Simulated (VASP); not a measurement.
# CaO (Pm-3m) in VASP: settings compared

CaO is run at these levels: PBE, LDA; tasks: single point.

Program: VASP 6.6.1. These are calculated values, not measurements. Logs are shortened: lines on timing, memory, paths and dates and some standing lists are left out, and cuts for length are marked.

### Step 1. The cell of the first run

Symmetry: Pm-3m, No. 221, cubic system. The conventional cell has a = 2.903 Å, b = 2.903 Å, c = 2.903 Å, α = 90.00°, β = 90.00°, γ = 90.00°. Within 3.3 Å of Ca (site symmetry m-3m) lie 8 O at 2.51 Å and 6 Ca at 2.90 Å. Within 3.3 Å of O (site symmetry m-3m) lie 8 Ca at 2.51 Å and 6 O at 2.90 Å.

### Step 2. Single point, PBE

INCAR

```
SYSTEM = CaO
  PREC = Accurate
  ENCUT = 520
  EDIFF = 1E-6
  ISMEAR = 0
  SIGMA = 0.01
  LREAL = .FALSE.
  LASPH = .TRUE.
  NELM = 80
  ALGO = Normal
  ISIF = 2
  LWAVE = .FALSE.
  LCHARG = .TRUE.
  GGA = PE
  LELF = .TRUE.
  LVHAR = .TRUE.
  NBANDS = 15
```

KPOINTS

```
Automatic mesh
0
G
  6 6 6
  0 0 0
```

POSCAR

```
CaO
1.0
    2.9032089656      0.0000000000      0.0000000000
    0.0000000000      2.9032089656      0.0000000000
    0.0000000000      0.0000000000      2.9032089656
Ca O
1 1
Direct
    0.0000000000      0.0000000000      0.0000000000
    0.5000000000      0.5000000000      0.5000000000
```

Potentials or basis: VASP PAW PBE potentials, release 64 (Ca_sv, O).

The run is started by

```sh
$ cat potpaw_PBE.64/Ca_sv/POTCAR potpaw_PBE.64/O/POTCAR > POTCAR
$ mpirun -np 1 vasp_std > vasp.out
```

OUTCAR:

```text
SYSTEM = CaO
   PREC = Accurate
   ENCUT = 520
   EDIFF = 1E-6
   ISMEAR = 0
   LREAL = .FALSE.
   LASPH = .TRUE.
   NELM = 80
   ISIF = 2
   GGA = PE

 ion  position               nearest neighbor table
   1  0.000  0.000  0.000-   2 2.51   2 2.51   2 2.51   2 2.51   2 2.51   2 2.51   2 2.51   2 2.51

   2  0.500  0.500  0.500-   1 2.51   1 2.51   1 2.51   1 2.51   1 2.51   1 2.51   1 2.51   1 2.51

  LATTYP: Found a simple cubic cell.
 ALAT       =     2.9032089656

  Lattice vectors:

 A1 = (   2.9032089656,   0.0000000000,   0.0000000000)
 A2 = (   0.0000000000,   2.9032089656,   0.0000000000)
 A3 = (   0.0000000000,   0.0000000000,   2.9032089656)

Analysis of symmetry for initial positions (statically):
=====================================================================
 Subroutine PRICEL returns:
 Original cell was already a primitive cell.

 Routine SETGRP: Setting up the symmetry group for a
 simple cubic supercell.

 Subroutine GETGRP returns: Found 48 space group operations
 (whereof 48 operations were pure point group operations)
 out of a pool of 48 trial point group operations.

The static configuration has the point symmetry O_h .

Analysis of symmetry for dynamics (positions and initial velocities):
=====================================================================
 Subroutine PRICEL returns:
 Original cell was already a primitive cell.

 Routine SETGRP: Setting up the symmetry group for a
 simple cubic supercell.

 Subroutine GETGRP returns: Found 48 space group operations
 (whereof 48 operations were pure point group operations)
 out of a pool of 48 trial point group operations.

The dynamic configuration has the point symmetry O_h .

 Subroutine INISYM returns: Found 48 space group operations
 (whereof 48 operations are pure point group operations),
 and found     1 'primitive' translations

----------------------------------------------------------------------------------------

                                     Primitive cell

  volume of cell :      24.4701

  direct lattice vectors                    reciprocal lattice vectors
     2.903208966  0.000000000  0.000000000     0.344446442  0.000000000  0.000000000
     0.000000000  2.903208966  0.000000000     0.000000000  0.344446442  0.000000000
     0.000000000  0.000000000  2.903208966     0.000000000  0.000000000  0.344446442

  length of vectors
     2.903208966  2.903208966  2.903208966     0.344446442  0.344446442  0.344446442

  position of ions in fractional coordinates (direct lattice)
     0.000000000  0.000000000  0.000000000
     0.500000000  0.500000000  0.500000000

  ion indices of the primitive-cell ions
   primitive index   ion index
                 1           1
                 2           2

----------------------------------------------------------------------------------------

 KPOINTS: Automatic mesh

Automatic generation of k-mesh.
 Grid dimensions read from file:
 generate k-points for:    6    6    6

 Generating k-lattice:

  Cartesian coordinates                     Fractional coordinates (reciprocal lattice)
     0.057407740  0.000000000  0.000000000     0.166666667  0.000000000  0.000000000
     0.000000000  0.057407740  0.000000000     0.000000000  0.166666667  0.000000000
     0.000000000  0.000000000  0.057407740     0.000000000  0.000000000  0.166666667

  Length of vectors
     0.057407740  0.057407740  0.057407740

  Shift w.r.t. Gamma in fractional coordinates (k-lattice)
     0.000000000  0.000000000  0.000000000

 Subroutine IBZKPT returns following result:
 ===========================================

 Found     20 irreducible k-points:

 Following reciprocal coordinates:
            Coordinates               Weight
  0.000000  0.000000  0.000000      1.000000
  0.166667  0.000000  0.000000      6.000000
  0.333333  0.000000  0.000000      6.000000
  0.500000  0.000000  0.000000      3.000000
  0.166667  0.166667  0.000000     12.000000
  0.333333  0.166667  0.000000     24.000000
[... 12 lines left out ...]
  0.500000  0.500000  0.333333      6.000000
  0.500000  0.500000  0.500000      1.000000
   k-points           NKPTS =     20   k-points in BZ     NKDIM =     20   number of bands    NBANDS=     15
   number of dos      NEDOS =    301   number of ions     NIONS =      2
   total plane-waves  NPLWV =  13824
   dimension x,y,z NGX =    24 NGY =   24 NGZ =   24
   dimension x,y,z NGXF=    48 NGYF=   48 NGZF=   48
   ions per type =               1   1
   NGX,Y,Z   is equivalent  to a cutoff of  13.74, 13.74, 13.74 a.u.
   NGXF,Y,Z  is equivalent  to a cutoff of  27.49, 27.49, 27.49 a.u.
 SYSTEM =  CaO
   PREC   = accura    normal or accurate (medium, high low for compatibility)
   ISTART =      0    job   : 0-new  1-cont  2-samecut
   ICHARG =      2    charge: 1-file 2-atom 10-const
   ISPIN  =      1    spin polarized calculation?
   LNONCOLLINEAR =      F non collinear calculations
   LSORBIT =      F    spin-orbit coupling
   LASPH  =      T    aspherical Exc in radial PAW
   ENCUT  =  520.0 eV  38.22 Ry    6.18 a.u.   5.40  5.40  5.40*2*pi/ulx,y,z
   NELM   =     80;   NELMIN=  2; NELMDL= -5     # of ELM steps
   EDIFF  = 0.1E-05   stopping-criterion for ELM
   LREAL  =      F    real-space projection
   EDIFFG = 0.1E-04   stopping-criterion for IOM
   NSW    =      0    number of steps for IOM
   IBRION =     -1    ionic relax: 0-MD 1-quasi-New 2-CG
   NFREE  =      0    steps in history (QN), initial steepest desc. (CG)
   ISIF   =      2    stress and relaxation
   ISYM   =      2    0-nonsym 1-usesym 2-fastsym
   POTIM  = 0.5000    time-step for ionic-motion
   TEBEG  =    0.0;   TEEND  =   0.0 temperature during run
   PSTRESS=    0.0 pullay stress
   NELECT =      16.0000    total number of electrons
   NUPDOWN=      -1.0000    fix difference up-down
   EMIN   =  10.00;   EMAX   =-10.00  energy-range for DOS
   EFERMI =   0.00;   METHOD = LEGACY
   ISMEAR =     0;   SIGMA  =   0.01  broadening in eV -4-tet -1-fermi 0-gaus
   EFERMI_NEDOS =   21; number of points for ismear=-14 and -15
   IALGO  =     38    algorithm
   IMIX   =      4    mixing-type and parameters
     AMIX     =   0.40;   BMIX     =  1.00
     AMIX_MAG =   1.60;   BMIX_MAG =  1.00
  volume/ion in A,a.u.               =      12.24        82.57
  Fermi-wavevector in a.u.,A,eV,Ry     =   1.420921  2.685151 27.470378  2.019016
  Thomas-Fermi vector in A             =   2.541785
   LORBIT       =      0    0 simple, 1 ext, 2 COOP (PROOUT), +10 PAW based schemes
   GGA     = PE    functional components
   LHFCALC =     F    Hartree Fock is set to
   AEXX    =    0.0000 exact exchange contribution
   IVDW    =     0    specifies the selected vdW correction
   LEPSILON=     F    determine dielectric tensor
   LRPA    =     F    only Hartree local field effects (RPA)
 non-spin polarized calculation
 Gauss-broadening in eV      SIGMA  =   0.01
  energy-cutoff  :      520.00
  volume of cell :       24.47
 maximum number of plane-waves:       691
 NGX is ok and might be reduce to    24
   NGX = 11   NGY = 11   NGZ = 11

 number of electron      15.9999997 magnetization

 Free energy of the ion-electron system (eV)
  ---------------------------------------------------
  ext. energy  EPLUGINS =         0.00000000
  ---------------------------------------------------
  free energy    TOTEN  =       -11.81239955 eV

  energy without entropy =      -11.81239955  energy(sigma->0) =      -11.81239955

 E-fermi :   4.3011     XC(G=0): -11.2627

 val. band max:        4.1874684331   @ k =   0.5000   0.5000   0.0000
 cond. band min:       6.9430263976   @ k =   0.0000   0.0000   0.0000
 fundamental gap:      2.7555579645
 Fermi energy:         4.3010857895

 k-point     1 :       0.0000    0.0000    0.0000
  band No.  band energies     occupation
      1     -35.1107      2.00000
      2     -15.5513      2.00000
      3     -15.5513      2.00000
      4     -15.5513      2.00000
      5     -12.2650      2.00000
      6       3.8827      2.00000
      7       3.8827      2.00000
      8       3.8827      2.00000
      9       6.9430      0.00000
     10       6.9430      0.00000
     11       9.4126      0.00000
     12      12.6249      0.00000
     13      12.6249      0.00000
     14      12.6249      0.00000
     15      23.4289      0.00000

 k-point     2 :       0.1667    0.0000    0.0000
  band No.  band energies     occupation
      1     -35.0687      2.00000
      2     -15.9968      2.00000
      3     -15.5199      2.00000
      4     -15.5199      2.00000
      5     -11.9130      2.00000
      6       2.6937      2.00000
      7       3.7626      2.00000
      8       3.7626      2.00000
      9       7.1617      0.00000
     10       8.0833      0.00000
     11      10.4793      0.00000
     12      12.5162      0.00000
     13      12.5162      0.00000
     14      12.6963      0.00000
     15      21.9552      0.00000

 k-point     3 :       0.3333    0.0000    0.0000
  band No.  band energies     occupation
      1     -34.9831      2.00000
      2     -16.7315      2.00000
      3     -15.4563      2.00000
      4     -15.4563      2.00000
      5     -11.3240      2.00000
      6       1.0550      2.00000
      7       3.5130      2.00000
      8       3.5130      2.00000
      9       7.6551      0.00000
     10      10.2689      0.00000
     11      12.3738      0.00000
     12      12.3738      0.00000
     13      12.5178      0.00000
     14      12.8434      0.00000
     15      19.7074      0.00000

 k-point     4 :       0.5000    0.0000    0.0000
  band No.  band energies     occupation
      1     -34.9395      2.00000
      2     -17.0530      2.00000
      3     -15.4240      2.00000
      4     -15.4240      2.00000
      5     -11.0524      2.00000
      6       0.3763      2.00000
      7       3.3840      2.00000
      8       3.3840      2.00000
      9       7.9392      0.00000
     10      11.3686      0.00000
     11      12.3360      0.00000
     12      12.3360      0.00000
     13      12.9192      0.00000
     14      14.2299      0.00000
     15      18.1631      0.00000
[... 235 lines left out ...]
 k-point    18 :       0.5000    0.3333    0.3333
  band No.  band energies     occupation
      1     -34.7154      2.00000
      2     -16.4252      2.00000
      3     -16.1310      2.00000
      4     -16.0831      2.00000
      5     -11.2424      2.00000
      6       1.2234      2.00000
      7       1.3066      2.00000
      8       1.9953      2.00000
      9      10.7693      0.00000
     10      11.2688      0.00000
     11      11.4411      0.00000
     12      12.0702      0.00000
     13      12.9927      0.00000
     14      17.2452      0.00000
     15      17.3561      0.00000

 k-point    19 :       0.5000    0.5000    0.3333
  band No.  band energies     occupation
      1     -34.6783      2.00000
      2     -16.3440      2.00000
      3     -16.3440      2.00000
      4     -16.0580      2.00000
      5     -11.1810      2.00000
      6       1.0601      2.00000
      7       1.0601      2.00000
      8       1.4151      2.00000
      9      11.5543      0.00000
     10      11.7351      0.00000
     11      11.7351      0.00000
     12      11.8056      0.00000
     13      14.1305      0.00000
     14      17.3418      0.00000
     15      17.3418      0.00000

 k-point    20 :       0.5000    0.5000    0.5000
  band No.  band energies     occupation
      1     -34.6419      2.00000
      2     -16.2882      2.00000
      3     -16.2882      2.00000
      4     -16.2882      2.00000
      5     -11.0369      2.00000
      6       0.7510      2.00000
      7       0.7510      2.00000
      8       0.7510      2.00000
      9      12.1377      0.00000
     10      12.1377      0.00000
     11      12.1377      0.00000
     12      14.1635      0.00000
     13      14.1635      0.00000
     14      16.7938      0.00000
     15      16.7938      0.00000

------------------------ aborting loop because EDIFF is reached ----------------------------------------

  FORCE on cell =-STRESS in cart. coord.  units (eV):
  Direction    XX          YY          ZZ          XY          YZ          ZX
  --------------------------------------------------------------------------------------
  -------------------------------------------------------------------------------------
  Total        0.6596889      0.6596889      0.6596889      0.0000000      0.0000000     -0.0000000
  in kB       43.1931473     43.1931473     43.1931473      0.0000000      0.0000000     -0.0000000
  external PRESSURE =      43.1931473 kB  Pullay stress =       0.0000000 kB

 VOLUME and BASIS-vectors are now :
 -----------------------------------------------------------------------------
  energy-cutoff  :      520.00
  volume of cell :       24.47
      direct lattice vectors                 reciprocal lattice vectors
     2.903208966  0.000000000  0.000000000     0.344446442  0.000000000  0.000000000
     0.000000000  2.903208966  0.000000000     0.000000000  0.344446442  0.000000000
     0.000000000  0.000000000  2.903208966     0.000000000  0.000000000  0.344446442

 POSITION                                       TOTAL-FORCE (eV/Angst)
 -----------------------------------------------------------------------------------
      0.00000      0.00000      0.00000         0.000000      0.000000      0.000000
      1.45160      1.45160      1.45160         0.000000      0.000000      0.000000
 -----------------------------------------------------------------------------------
    total drift:                                0.000000      0.000000     -0.000000

  FREE ENERGIE OF THE ION-ELECTRON SYSTEM (eV)
  ---------------------------------------------------
  free  energy   TOTEN  =       -11.8123995525 eV

  energy  without entropy=      -11.8123995525  energy(sigma->0) =      -11.81239955
```

Wall time 3.4 s (1 thread of Intel Xeon 6975P-C (Granite Rapids), shared host); peak memory 0.13 GiB.

What came out:

- Free energy: -11.8124 eV
- Pressure: 4.3 GPa
- Band gap on the k mesh: 2.76 eV, indirect (least direct gap 3.06 eV)

Levels at points of the mesh, in eV from the valence-band top:
| k point | band 6 | band 7 | band 8 | band 9 | band 10 | band 11 |
| --- | --- | --- | --- | --- | --- | --- |
| (0.00, 0.00, 0.00) | -0.30 | -0.30 | -0.30 | 2.76 | 2.76 | 5.23 |
| (0.50, 0.00, 0.00) | -3.81 | -0.80 | -0.80 | 3.75 | 7.18 | 8.15 |
| (0.50, 0.50, 0.00) | -2.12 | -2.12 | 0.00 | 3.89 | 4.74 | 6.58 |
| (0.50, 0.50, 0.50) | -3.44 | -3.44 | -3.44 | 7.95 | 7.95 | 7.95 |

A k mesh can miss the band edges. Expect the measured gap to be larger: semilocal functionals such as PBE lack the derivative discontinuity.

### Step 3. Single point, LDA

This run uses another cell than the first one, of 11.55 Å³/atom, 0.944 times its volume.

INCAR

```
SYSTEM = CaO
PREC = Accurate
ENCUT = 520
EDIFF = 1E-7
ISMEAR = -1
SIGMA = 0.02
LREAL = .FALSE.
LASPH = .TRUE.
NELM = 100
ALGO = Normal
ISIF = 2
LWAVE = .FALSE.
LCHARG = .FALSE.
GGA = CA
NBANDS = 15
```

KPOINTS

```
Automatic mesh
0
G
  8 8 8
  0 0 0
```

POSCAR

```
CaO
1.0
    2.8477804595      0.0000000000      0.0000000000
    0.0000000000      2.8477804595      0.0000000000
    0.0000000000      0.0000000000      2.8477804595
Ca O
1 1
Direct
    0.0000000000      0.0000000000      0.0000000000
    0.5000000000      0.5000000000      0.5000000000
```

Potentials or basis: VASP PAW LDA potentials, release 64 (Ca_sv, O).

The run is started by

```sh
$ cat potpaw_LDA.64/Ca_sv/POTCAR potpaw_LDA.64/O/POTCAR > POTCAR
$ mpirun -np 1 vasp_std > vasp.out
```

Wall time 3.8 s (1 thread of Intel Xeon 6975P-C (Granite Rapids), shared host); peak memory 0.13 GiB.

The run converged. Its results:

```yaml
Free_energy: -13.3322 eV
Pressure: 1.0 GPa
Band_gap_on_the_k_mesh: 2.55 eV, indirect (least direct gap 2.85 eV)
```

Levels at points of the mesh, in eV from the valence-band top:
| k point | band 6 | band 7 | band 8 | band 9 | band 10 | band 11 |
| --- | --- | --- | --- | --- | --- | --- |
| (0.00, 0.00, 0.00) | -0.29 | -0.29 | -0.29 | 2.55 | 2.55 | 5.78 |
| (0.50, 0.00, 0.00) | -4.05 | -0.89 | -0.89 | 3.65 | 7.48 | 8.51 |
| (0.50, 0.50, 0.00) | -2.18 | -2.18 | 0.00 | 3.84 | 4.90 | 6.74 |
| (0.50, 0.50, 0.50) | -3.76 | -3.76 | -3.76 | 8.33 | 8.33 | 8.33 |

(Continued in part 2 of 2.)
